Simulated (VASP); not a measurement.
Write the native input for VASP 6.6.1 that does the following.

| Property | Result |
| --- | --- |
| Task | single point |
| Functional | PBEsol |
| Potentials or basis | VASP PAW PBE potentials, release 64 (Cs_sv) |
| Cutoff | 500 eV |
| k mesh | 14 × 14 × 14 |
| Occupations | gaussian, width 0.1 eV |
| Spin | no spin polarisation |
| Dipole correction | no |
| Further INCAR settings | ALGO = Normal; EDIFF = 1e-06; NBANDS = 10 |

The structure of Cs lies in POSCAR:

```
Cs
1.0
   -3.0089795123      3.0089795123      3.0089795123
    3.0089795123     -3.0089795123      3.0089795123
    3.0089795123      3.0089795123     -3.0089795123
Cs
1
Direct
    0.0000000000      0.0000000000      0.0000000000
```

The input as run:

INCAR

```
SYSTEM = Cs
ALGO = Normal
EDIFF = 1E-6
ENCUT = 500
GGA = PS
GGA_COMPAT = .False.
ISIF = 2
ISMEAR = 0
LASPH = .True.
LCHARG = .False.
LREAL = .False.
LWAVE = .False.
NBANDS = 10
NELM = 120
PREC = Accurate
SIGMA = 0.1
```

KPOINTS

```
k-points
0
Gamma
  14 14 14
  0 0 0
```

Potentials or basis: VASP PAW PBE potentials, release 64 (Cs_sv).

Launch:

```bash
$ cat potpaw_PBE.64/Cs_sv/POTCAR > POTCAR
$ mpirun -np 1 vasp_std > vasp.out
```

Results of the run:

The pressure is 0.0 GPa and the band gap on the k mesh is zero (an odd number of electrons rules out a gap without spin polarisation).

Caveat: the PAW data sets were made with another functional, which shifts forces and pressure a little; spin-orbit coupling is left out, which moves the levels of the heavy elements.

Run time: 110 s on 1 thread of Intel Xeon 8259CL, with other jobs on the host, peak memory 0.29 GiB.
